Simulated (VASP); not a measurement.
Here is a VASP 6.6.1 calculation.

Contents of INCAR:

```
ALGO = Normal
EDIFF = 1E-6
ENCUT = 520
GGA = PE
ISIF = 2
ISMEAR = -1
LASPH = True
LCHARG = False
LREAL = False
LWAVE = False
NBANDS = 17
NELM = 80
PREC = Accurate
SIGMA = 0.1
```

The input KPOINTS:

```
k-points
0
Gamma
  3 3 2
```

POSCAR

```
Hf
1.0
    3.2045059552      0.0000000000      0.0000000000
   -1.6022529776      2.7751835638      0.0000000000
    0.0000000000      0.0000000000      5.0738215932
Hf
2
Direct
    0.3333333333      0.6666666667      0.2500000000
    0.6666666667      0.3333333333      0.7500000000
```

Potentials or basis: VASP PAW PBE potentials, release 64 (Hf_pv).

The run is started by

```bash
$ cat potpaw_PBE.64/Hf_pv/POTCAR > POTCAR
$ mpirun -np 1 vasp_std > vasp.out
```

(1) Predict the band gap on the k mesh.

(2) What does it give for the pressure?

## Answers

(1) zero (band 10 reaches 6.04 eV, above the bottom of band 11 at 4.68 eV).

(2) -1.1 GPa.

Caveat: the k points lie up to 0.75 Å⁻¹ apart; spin-orbit coupling is left out, which moves the levels of the heavy elements.
